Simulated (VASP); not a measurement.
In: single point with PBE

Crystal: In.

```
In
1.0
     3.02332    0.00000    0.00000
     0.00000    3.02332    0.00000
     0.00000    0.00000    3.02332
In
1
Cartesian
  0.0000 0.0000 0.0000
```

This isn't the form of In at room conditions, which is tetragonal.

| Property | Result |
| --- | --- |
| Program | VASP 6.6.1 |
| Task | single point |
| Functional | PBE |
| Potentials or basis | VASP PAW PBE potentials, release 64 (In_d) |
| Cutoff | 520 eV |
| k mesh | 6 × 6 × 6 |
| Occupations | gaussian, width 0.1 eV |
| Spin | no spin polarisation |

* Pressure: 2.6 GPa
* Band gap on the k mesh: zero (an odd number of electrons rules out a gap without spin polarisation)

Levels at points of the mesh, in eV from the Fermi level:
```csv
k point,band 3,band 4,band 5,band 6,band 7,band 8,band 9,band 10
"(0.00, 0.00, 0.00)",-14.33,-14.33,-14.33,-9.28,7.36,7.36,7.36,10.60
"(0.50, 0.00, 0.00)",-14.54,-14.54,-14.31,-5.51,-3.57,10.53,10.53,12.72
"(0.50, 0.50, 0.00)",-14.51,-14.51,-14.11,-1.58,-0.72,-0.72,3.83,14.26
"(0.50, 0.50, 0.50)",-14.81,-14.10,-14.10,2.08,2.08,2.08,3.06,7.21
```

Wall time 2.5 s on 1 thread of Intel(R) Xeon(R) 6975P-C (Granite Rapids), with other jobs on the host, peak memory 0.13 GiB.

Caveat: spin-orbit coupling is left out, which moves the levels of the heavy elements.
